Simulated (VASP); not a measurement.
# WC in VASP: a series of runs

Runs on WC. Level: PBEsol. Tasks: single point.

All numbers are computed with VASP 6.6.1; they aren't measurements. Logs are shortened: lines on timing, memory, paths and dates and some standing lists are left out, and cuts for length are marked.

## 1. The cell of the first run

The cell holds a slab with vacuum, 16 atoms: a = 5.800 Å, b = 5.800 Å, c = 15.256 Å, α = 90.00°, β = 90.00°, γ = 120.00°.

## 2. Single point, PBEsol

The input, INCAR:

```
PREC = Accurate
ENCUT = 520
EDIFF = 1E-7
ISMEAR = -1
SIGMA = 0.05
LREAL = Auto
LASPH = T
NELM = 60
ALGO = Normal
ISIF = 2
LWAVE = F
LCHARG = F
GGA = PS
NBANDS = 86
```

The input, KPOINTS:

```
regular mesh
0
Gamma
  2 2 1
```

The input, POSCAR:

```
WC
1.0
    5.7996800000      0.0000000000      0.0000000000
   -2.8998400000      5.0226700000      0.0000000000
    0.0000000000      0.0000000000     15.2562950000
W C
8 8
Direct
    0.0000000000      0.0000000000      0.0655467137
   -0.0056972191     -0.0052561685      0.2514896310
   -0.0000000357      0.4999930316      0.0655467137
    0.0056749240      0.4970663014      0.2545637719
    0.4999931031      0.0000000000      0.0655467137
    0.4921164694     -0.0166843531      0.2572577418
    0.4999930673      0.4999930316      0.0655467137
    0.5169243962      0.4893015070      0.2594535567
    0.3309811408      0.1882464904      0.1514325726
    0.3230423214      0.1325390679      0.3231518531
    0.3439039349      0.7071537648      0.1600257467
    0.3124971641      0.6286497022      0.3218802468
    0.8450703751      0.1645738223      0.1568139578
    0.8372026777      0.1630805926      0.3205889766
    0.8482242745      0.6983934839      0.1575611903
    0.8624780208      0.6526210163      0.3396696249
```

Potentials or basis: VASP PAW PBE potentials, release 64 (W_sv, C).

Launch:

```console
$ cat potpaw_PBE.64/W_sv/POTCAR potpaw_PBE.64/C/POTCAR > POTCAR
$ mpirun -np 1 vasp_std > vasp.out
```

OUTCAR:

```text
PREC = Accurate
   ENCUT = 520
   EDIFF = 1E-7
   ISMEAR = -1
   LREAL = Auto
   LASPH = T
   NELM = 60
   ISIF = 2
   GGA = PS

 ion  position               nearest neighbor table
   1  0.000  0.000  0.066-  15 2.07   9 2.12  13 2.12   2 2.84   7 2.90   3 2.90   5 2.90   5 2.90
                             3 2.90   7 2.90
   2  0.994  0.995  0.251-  14 1.95  10 1.99  15 2.07  13 2.16  16 2.19   9 2.28   1 2.84   8 2.86
                             4 2.88   6 2.88   4 2.92   6 2.92   8 2.96
   3  1.000  0.500  0.066-  13 2.19  15 2.25  11 2.26   4 2.88   1 2.90   7 2.90   5 2.90   5 2.90
                             7 2.90   1 2.90
   4  0.006  0.497  0.255-  12 1.86  14 1.96  16 1.98  13 2.24  11 2.24  15 2.34   8 2.81   6 2.82
                             2 2.88   3 2.88   2 2.92   6 2.98   8 2.99
   5  0.500  0.000  0.066-  11 2.06   9 2.22  13 2.22   7 2.90   1 2.90   3 2.90   3 2.90   1 2.90
                             7 2.90   6 2.93
   6  0.492  0.983  0.257-  10 1.89  14 1.98  11 2.03  12 2.04  13 2.34   9 2.45   4 2.82   8 2.87
                             2 2.88   2 2.92   5 2.93   8 2.94   4 2.98
   7  0.500  0.500  0.066-   9 2.04  15 2.25  11 2.33   1 2.90   5 2.90   3 2.90   3 2.90   5 2.90
                             1 2.90   8 2.96
   8  0.517  0.489  0.259-  12 1.98  10 2.04  16 2.12   9 2.25  15 2.29  11 2.48   4 2.81   2 2.86
                             6 2.87   6 2.94   2 2.96   7 2.96   4 2.99
   9  0.331  0.188  0.151-   7 2.04   1 2.12   5 2.22   8 2.25   2 2.28   6 2.45
  10  0.323  0.133  0.323-   6 1.89   2 1.99   8 2.04
  11  0.344  0.707  0.160-   6 2.03   5 2.06   4 2.24   3 2.26   7 2.33   8 2.48
  12  0.312  0.629  0.322-   4 1.86   8 1.98   6 2.04
  13  0.845  0.165  0.157-   1 2.12   2 2.16   3 2.19   5 2.22   4 2.24   6 2.34
  14  0.837  0.163  0.321-   2 1.95   4 1.96   6 1.98
  15  0.848  0.698  0.158-   1 2.07   2 2.07   7 2.25   3 2.25   8 2.29   4 2.34
  16  0.862  0.653  0.340-   4 1.98   8 2.12   2 2.19

  LATTYP: Found a hexagonal cell.
 ALAT       =     5.7996800000
 C/A-ratio  =     2.6305408229

  Lattice vectors:

 A1 = (   5.7996800000,   0.0000000000,   0.0000000000)
 A2 = (  -2.8998400000,   5.0226700000,   0.0000000000)
 A3 = (   0.0000000000,   0.0000000000,  15.2562950000)

Analysis of symmetry for initial positions (statically):
=====================================================================
 Subroutine PRICEL returns:
 Original cell was already a primitive cell.

 Routine SETGRP: Setting up the symmetry group for a
 hexagonal supercell.

 Subroutine GETGRP returns: Found  1 space group operations
 (whereof  1 operations were pure point group operations)
 out of a pool of 24 trial point group operations.

The static configuration has the point symmetry C_1 .

Analysis of symmetry for dynamics (positions and initial velocities):
[... 128 lines left out ...]
   PSTRESS=    0.0 pullay stress
   NELECT =     144.0000    total number of electrons
   NUPDOWN=      -1.0000    fix difference up-down
   EMIN   =  10.00;   EMAX   =-10.00  energy-range for DOS
   EFERMI =   0.00;   METHOD = LEGACY
   ISMEAR =    -1;   SIGMA  =   0.05  broadening in eV -4-tet -1-fermi 0-gaus
   EFERMI_NEDOS =   21; number of points for ismear=-14 and -15
   IALGO  =     38    algorithm
   IMIX   =      4    mixing-type and parameters
     AMIX     =   0.40;   BMIX     =  1.00
     AMIX_MAG =   1.60;   BMIX_MAG =  1.00
  volume/ion in A,a.u.               =      27.78       187.44
  Fermi-wavevector in a.u.,A,eV,Ry     =   1.124432  2.124868 17.202480  1.264347
  Thomas-Fermi vector in A             =   2.261103
   LORBIT       =      0    0 simple, 1 ext, 2 COOP (PROOUT), +10 PAW based schemes
   GGA     = PS    functional components
   LHFCALC =     F    Hartree Fock is set to
   AEXX    =    0.0000 exact exchange contribution
   IVDW    =     0    specifies the selected vdW correction
   LEPSILON=     F    determine dielectric tensor
   LRPA    =     F    only Hartree local field effects (RPA)
 non-spin polarized calculation
  energy-cutoff  :      520.00
  volume of cell :      444.41
 maximum number of plane-waves:     11992
 NGX is ok and might be reduce to    48
   NGX = 21   NGY = 21   NGZ = 57

 number of electron     143.9999998 magnetization

 Free energy of the ion-electron system (eV)
  ---------------------------------------------------
  ext. energy  EPLUGINS =         0.00000000
  ---------------------------------------------------
  free energy    TOTEN  =      -170.74097082 eV

  energy without entropy =     -170.64518458  energy(sigma->0) =     -170.69307770

 E-fermi :   0.7920     XC(G=0):  -6.4578

 val. band max:        0.7696060237   @ k =   0.0000   0.5000   0.0000
 cond. band min:       0.7981519183   @ k =   0.5000   0.5000   0.0000
 fundamental gap:      0.0285458946
 Fermi energy:         0.7919994753

 k-point     1 :       0.0000    0.0000    0.0000
  band No.  band energies     occupation
      1     -73.3677      2.00000
      2     -73.3255      2.00000
      3     -73.2961      2.00000
      4     -73.2760      2.00000
      5     -73.1160      2.00000
      6     -72.9740      2.00000
[... 337 lines left out ...]
     83       2.7955      0.00000
     84       2.8920      0.00000
 [bands above 84 left out]

------------------------ aborting loop because EDIFF is reached ----------------------------------------

  FORCE on cell =-STRESS in cart. coord.  units (eV):
  Direction    XX          YY          ZZ          XY          YZ          ZX
  --------------------------------------------------------------------------------------
  -------------------------------------------------------------------------------------
  Total        1.6382861      6.2856160     -2.1439419     -0.0621937      3.8467139     -1.1303955
  in kB        5.9062601     22.6605620     -7.7292230     -0.2242175     13.8679644     -4.0752407
  external PRESSURE =       6.9458664 kB  Pullay stress =       0.0000000 kB

 VOLUME and BASIS-vectors are now :
 -----------------------------------------------------------------------------
  energy-cutoff  :      520.00
  volume of cell :      444.41
      direct lattice vectors                 reciprocal lattice vectors
     5.799680000  0.000000000  0.000000000     0.172423306  0.099548646  0.000000000
    -2.899840000  5.022670000  0.000000000     0.000000000  0.199097293  0.000000000
     0.000000000  0.000000000 15.256295000     0.000000000  0.000000000  0.065546714

 POSITION                                       TOTAL-FORCE (eV/Angst)
 -----------------------------------------------------------------------------------
      0.00000      0.00000      1.00000        -0.074195      0.670439      0.320420
      2.88204      4.99627      3.83680         1.530152     -0.347388      1.483849
      4.34978      2.51130      1.00000         0.150440      0.446833      1.687290
     -1.40850      2.49660      3.88370        -2.342866     -0.308613     -1.972163
      2.89980      0.00000      1.00000         0.011758      0.402142      1.534520
      0.00266      4.93887      3.92480         1.626282      1.648906     -1.629476
[... 8 lines left out ...]
      2.89420      3.50780      2.40380        -0.064287     -2.799272     -1.681968
      3.10960      3.27790      5.18210        -1.819899      0.286587     -2.009243
 -----------------------------------------------------------------------------------
    total drift:                                0.001634     -0.002746      0.003427

  FREE ENERGIE OF THE ION-ELECTRON SYSTEM (eV)
  ---------------------------------------------------
  free  energy   TOTEN  =      -170.7409708236 eV

  energy  without entropy=     -170.6451845776  energy(sigma->0) =     -170.69307770
```

Run time: 12 min. Hardware: 1 thread of AMD EPYC 7R13 (Zen 3), shared host; peak memory 0.57 GiB.

What came out:

* Free energy: -170.7410 eV
* Largest force: 4.253 eV/Å
* Band gap on the k mesh: zero (bands 72 and 73 overlap by 0.28 eV)

Forces on the atoms (eV/Å):
```
W   -0.074  0.670  0.320
W    1.530 -0.347  1.484
W    0.150  0.447  1.687
W   -2.343 -0.309 -1.972
W    0.012  0.402  1.535
W    1.626  1.649 -1.629
W   -0.031  0.808  1.571
W   -0.824  0.925 -0.923
C    0.884 -0.751  0.217
C   -0.775  1.270  1.724
C    0.495 -3.021 -2.953
C    2.547  1.071  2.485
C   -1.195  0.707 -1.894
C   -0.118 -1.010  2.040
C   -0.064 -2.799 -1.682
C   -1.820  0.287 -2.009
```

Caveat: the k points lie up to 0.63 Å⁻¹ apart; there is no dipole correction, which matters where the two faces differ; the PAW data sets were made with another functional, which shifts forces and pressure a little; spin-orbit coupling is left out, which moves the levels of the heavy elements.

## 3. Single point, PBEsol

The input, INCAR:

```
PREC = Accurate
ENCUT = 520
EDIFF = 1E-6
ISMEAR = -1
SIGMA = 0.05
LREAL = Auto
LASPH = True
NELM = 100
ALGO = Normal
ISIF = 2
LWAVE = False
LCHARG = False
GGA = PS
NBANDS = 86
```

The input, KPOINTS:

```
Automatic mesh
0
Gamma
  2 2 1
```

The input, POSCAR:

```
WC
1.0
    5.7996800000      0.0000000000      0.0000000000
   -2.8998400000      5.0226700000      0.0000000000
    0.0000000000      0.0000000000     15.2562950000
W C
8 8
Direct
    0.0000000000      0.0000000000      0.0655467137
    0.0171453467     -0.0040217653      0.2595256581
   -0.0000000357      0.4999930316      0.0655467137
    0.0028076149      0.4797448369      0.2555141992
    0.4999931031      0.0000000000      0.0655467137
    0.5142758398     -0.0050570712      0.2556977300
    0.4999930673      0.4999930316      0.0655467137
    0.4893167949      0.4839856092      0.2523089649
    0.3274520782      0.1854989478      0.1489417975
    0.3525865290      0.1562117360      0.3270584372
    0.3612863858      0.7022957909      0.1605566751
    0.3060192189      0.6426263322      0.3281858407
    0.8486771336      0.1478894691      0.1521208131
    0.8454014503      0.1614081753      0.3343865598
    0.8461412319      0.6947101840      0.1620314762
    0.8382205889      0.6540744266      0.3435827637
```

Potentials or basis: VASP PAW PBE potentials, release 64 (W_sv, C).

Launch:

```console
$ cat potpaw_PBE.64/W_sv/POTCAR potpaw_PBE.64/C/POTCAR > POTCAR
$ mpirun -np 1 vasp_std > vasp.out
```

OUTCAR:

```text
PREC = Accurate
   ENCUT = 520
   EDIFF = 1E-6
   ISMEAR = -1
   LREAL = Auto
   LASPH = True
   NELM = 100
   ISIF = 2
   GGA = PS

 ion  position               nearest neighbor table
   1  0.000  0.000  0.066-  13 2.00   9 2.08  15 2.13   7 2.90   3 2.90   5 2.90   5 2.90   3 2.90
                             7 2.90   2 2.96
   2  0.017  0.996  0.260-  10 1.98  14 2.04  15 2.13  16 2.14  13 2.30   9 2.31   8 2.79   4 2.85
[... 575 lines left out ...]
  Total       -4.6924045     -2.0337583    -12.9306352      0.3633140      2.8745194     -1.0892052
  in kB      -16.9168021     -7.3319951    -46.6168246      1.3098000     10.3630615     -3.9267436
  external PRESSURE =     -23.6218739 kB  Pullay stress =       0.0000000 kB

 VOLUME and BASIS-vectors are now :
 -----------------------------------------------------------------------------
  energy-cutoff  :      520.00
  volume of cell :      444.41
      direct lattice vectors                 reciprocal lattice vectors
     5.799680000  0.000000000  0.000000000     0.172423306  0.099548646  0.000000000
    -2.899840000  5.022670000  0.000000000     0.000000000  0.199097293  0.000000000
     0.000000000  0.000000000 15.256295000     0.000000000  0.000000000  0.065546714

 POSITION                                       TOTAL-FORCE (eV/Angst)
 -----------------------------------------------------------------------------------
      0.00000      0.00000      1.00000         0.463429     -0.322880      0.386990
     -2.78874      5.00247      3.95940        -1.623916     -1.560342      0.537741
      4.34978      2.51130      1.00000        -0.037385      0.242433      1.844480
     -1.37490      2.40960      3.89820        -2.699643      1.446062     -0.088158
      2.89980      0.00000      1.00000         0.312310      0.362433      1.132413
      0.09746      4.99727      3.90100         0.340872     -0.113846      1.305110
[... 8 lines left out ...]
      2.89280      3.48930      2.47200         0.524790     -2.385497     -1.785971
      2.96470      3.28520      5.24180        -0.310265     -0.033315     -3.698695
 -----------------------------------------------------------------------------------
    total drift:                               -0.015544      0.003280     -0.034888

  FREE ENERGIE OF THE ION-ELECTRON SYSTEM (eV)
  ---------------------------------------------------
  free  energy   TOTEN  =      -170.6470758693 eV

  energy  without entropy=     -170.5525226931  energy(sigma->0) =     -170.59979928
```

stdout:

```text
POSCAR found type information on POSCAR W C
 POSCAR found :  2 types and      16 ions
 scaLAPACK will be used
 -----------------------------------------------------------------------------
|                                                                             |
|                                                                             |
|     You enforced a specific xc type in the INCAR file but a different       |
|     I HOPE YOU KNOW WHAT YOU ARE DOING!                                     |
|                                                                             |
 -----------------------------------------------------------------------------

 LDA part: xc-table for (Slater+PW92), standard interpolation
 POSCAR, INCAR and KPOINTS ok, starting setup
 FFT: planning ... GRIDC
 FFT: planning ... GRID_SOFT
 FFT: planning ... GRID
 WAVECAR not read
 entering main loop
```

Run time: 11 min. Hardware: 1 thread of AMD EPYC 7R13 (Zen 3), shared host; peak memory 0.57 GiB.

Results:

* Free energy: -170.6471 eV
* Largest force: 3.925 eV/Å
* Band gap on the k mesh: zero (bands 72 and 73 overlap by 0.46 eV)

Forces in eV/Å, atoms in the order of the input:
```
W    0.463 -0.323  0.387
W   -1.624 -1.560  0.538
W   -0.037  0.242  1.844
W   -2.700  1.446 -0.088
W    0.312  0.362  1.132
W    0.341 -0.114  1.305
W    0.235  1.137  0.972
W    2.306  2.221  2.270
C    1.333 -1.076  0.387
C   -0.366  0.403  0.443
C   -0.542 -2.725 -2.511
C    2.074  1.402  0.061
C   -1.798  1.816 -0.095
C   -0.212 -0.814 -1.161
C    0.525 -2.385 -1.786
C   -0.310 -0.033 -3.699
```

Levels at points of the mesh, in eV from the Fermi level:
| k point | band 71 | band 72 | band 73 | band 74 | band 75 | band 76 |
| --- | --- | --- | --- | --- | --- | --- |
| (0.00, 0.00, 0.00) | 0.25 | 0.34 | 0.43 | 0.86 | 1.15 | 1.31 |
| (0.50, 0.00, 0.00) | -0.60 | -0.47 | -0.02 | 0.04 | 0.91 | 1.04 |
| (0.00, 0.50, 0.00) | -0.72 | -0.47 | -0.10 | 0.17 | 1.00 | 1.08 |
| (0.50, 0.50, 0.00) | -0.59 | -0.48 | -0.13 | -0.02 | 0.97 | 0.98 |

Caveat: the k points lie up to 0.63 Å⁻¹ apart; there is no dipole correction, which matters where the two faces differ; the PAW data sets were made with another functional, which shifts forces and pressure a little; spin-orbit coupling is left out, which moves the levels of the heavy elements.

## 4. Single point, PBEsol

The input, INCAR:

```
ALGO = Normal
EDIFF = 1E-7
ENCUT = 520
GGA = PS
ISIF = 2
ISMEAR = -1
LASPH = True
LCHARG = False
LREAL = Auto
LWAVE = False
NBANDS = 86
NELM = 80
PREC = Accurate
SIGMA = 0.05
```

The input, KPOINTS:

```
k-points
0
Gamma
  2 2 1
```

The input, POSCAR:

```
WC
1.0
    5.7996800000      0.0000000000      0.0000000000
   -2.8998400000      5.0226700000      0.0000000000
    0.0000000000      0.0000000000     15.2562950000
W C
8 8
Direct
    0.0000000000      0.0000000000      0.0655467137
    0.0177897551     -0.0224581746      0.2540918355
   -0.0000000357      0.4999930316      0.0655467137
    0.0306487093      0.4888037637      0.2515158497
    0.4999931031      0.0000000000      0.0655467137
    0.5261888511      0.0143549148      0.2590078391
    0.4999930673      0.4999930316      0.0655467137
    0.5588219649      0.5341979465      0.2570742110
    0.3892680622      0.1556741733      0.1628704741
    0.3503326648      0.1927062698      0.3416556903
    0.3293272986      0.7029329022      0.1521732505
    0.3638828915      0.6831426313      0.3298048445
    0.8524533484      0.1733739226      0.1580069080
    0.8488700134      0.1350676035      0.3322759556
    0.8516150390      0.6876223204      0.1485485172
    0.8468110347      0.6552889200      0.3270912105
```

Launch:

```console
$ cat potpaw_PBE.64/W_sv/POTCAR potpaw_PBE.64/C/POTCAR > POTCAR
$ mpirun -np 1 vasp_std > vasp.out
```

Run time: 12 min. Hardware: 1 thread of AMD EPYC 7R13 (Zen 3), shared host; peak memory 0.57 GiB.

The run converged. Its results:

```
Free energy            : -169.4549 eV
Largest force          : 7.686 eV/Å
Band gap on the k mesh : zero (bands 72 and 73 overlap by 0.43 eV)
```

Forces on the atoms (eV/Å):
```
W    0.500  0.799  0.799
W    0.756  4.597  1.385
W    0.663  0.006  0.437
W   -0.872  1.609  2.984
W    0.799  0.884  0.392
W    0.445 -1.040  0.674
W    0.517  0.147  1.580
W   -5.189 -5.583 -0.990
C   -4.369  2.523 -2.165
C    0.371 -0.360 -3.265
C    1.949 -2.301 -0.326
C   -0.042 -1.412 -0.793
C    0.386 -0.597 -1.465
C    0.615  1.829 -0.994
C   -0.199 -1.551 -0.138
C    3.670  0.451  1.886
```

Levels at points of the mesh, in eV from the Fermi level:
| k point | band 70 | band 71 | band 72 | band 73 | band 74 | band 75 | band 76 | band 77 |
| --- | --- | --- | --- | --- | --- | --- | --- | --- |
| (0.00, 0.00, 0.00) | 0.12 | 0.20 | 0.24 | 0.52 | 0.77 | 1.09 | 1.27 | 1.61 |
| (0.50, 0.00, 0.00) | -0.95 | -0.62 | -0.44 | -0.01 | 0.41 | 1.03 | 1.07 | 1.26 |
| (0.00, 0.50, 0.00) | -0.99 | -0.74 | -0.56 | -0.05 | 0.06 | 0.80 | 0.98 | 1.28 |
| (0.50, 0.50, 0.00) | -0.97 | -0.64 | -0.44 | -0.19 | -0.08 | 0.91 | 0.98 | 1.32 |

Caveat: the k points lie up to 0.63 Å⁻¹ apart; the atoms stand as in a frame of molecular dynamics; there is no dipole correction, which matters where the two faces differ; the PAW data sets were made with another functional, which shifts forces and pressure a little; spin-orbit coupling is left out, which moves the levels of the heavy elements.

[end of part 1 of 2]

The gap in the log of VASP goes by the Fermi energy; the results here count the filled bands.